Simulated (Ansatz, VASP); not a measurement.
# One calculation of Li, two programs

```
Li
1.0
     0.00000    2.18722    2.18722
     2.18722    0.00000    2.18722
     2.18722    2.18722    0.00000
Li
1
Direct
  0.00000 0.00000 0.00000
```

Change from the starting cell: volume scaled by 0.98.

Alike in both runs: task single point; functional PBEsol; k mesh 13 × 13 × 13; occupations fermi-dirac, width 0.08 eV; no spin polarisation.

|  | VASP | Ansatz |
| --- | --- | --- |
| version | VASP 6.6.1 | Ansatz 0.2.0 |
| potentials or method | VASP PAW PBE potentials, release 64 (Li_sv), cutoff 750 eV | all-electron LAPW, scalar-relativistic |

VASP gave:

| Item | Value |
| --- | --- |
| pressure (GPa) | -0.5 |

Question: Estimate Ansatz's values.

Answer: Pressure (GPa): -0.4.

VASP's potentials were made for PBE, not for PBEsol. Ansatz ran all-electron here, and VASP with PAW potentials.
